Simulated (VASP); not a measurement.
HPt4: single point with PBE

HPt4, a slab with vacuum:

```
Pt H
1.0
     2.80716    0.00000    0.00000
     0.00000    3.96993    0.00000
     0.00000    0.00000   21.15539
Pt H
4 1
Direct
  0.50000 0.50000 0.18908
  0.00000 0.00000 0.25542
  0.50000 0.50000 0.32689
  0.00000 0.00000 0.38550
  0.12500 0.12500 0.49091
```

```json
{
  "Program": "VASP 6.6.1",
  "Task": "single point",
  "Functional": "PBE",
  "Potentials or basis": "VASP PAW PBE potentials, release 64 (Pt, H)",
  "Cutoff": "520 eV",
  "k mesh": "9 × 7 × 1",
  "Occupations": "gaussian, width 0.1 eV",
  "Spin": "collinear spin",
  "Starting moments": "[0.0, 0.0, 0.0, 0.0, 1.0] μB",
  "Dipole correction": "yes",
  "Further INCAR settings": "ALGO = Normal; EDIFF = 1e-06; NBANDS = 32"
}
```

- Largest force: 2.463 eV/Å
- Net moment: 0.00 μB per cell
- Valence electrons inside the program's atomic spheres: Pt 8.95, 9.09, 9.12, 9.00; H 0.36

Forces on the atoms (eV/Å):
```
Pt   0.003 -0.016  0.900
Pt  -0.035 -0.040 -0.611
Pt  -0.035  0.074 -0.079
Pt   0.425  0.525  2.165
H   -0.359 -0.544 -2.375
```

Levels at points of the mesh, in eV from the Fermi level:
Spin up:
```
           k point  band 17  band 18  band 19  band 20  band 21  band 22  band 23  band 24  band 25  band 26
(0.00, 0.00, 0.00)    -1.10    -0.87    -0.56    -0.25    -0.23    -0.16     0.40     1.88     4.07     4.37
```
Spin down:
| k point | band 19 | band 20 | band 21 | band 22 | band 23 | band 24 |
| --- | --- | --- | --- | --- | --- | --- |
| (0.00, 0.00, 0.00) | -0.56 | -0.25 | -0.23 | -0.16 | 0.40 | 1.88 |

Run time: 13 min on 1 thread of Intel(R) Xeon(R) Platinum 8488C (Sapphire Rapids), on a shared host, peak memory 0.62 GiB.

Caveat: spin-orbit coupling is left out, which moves the levels of the heavy elements.
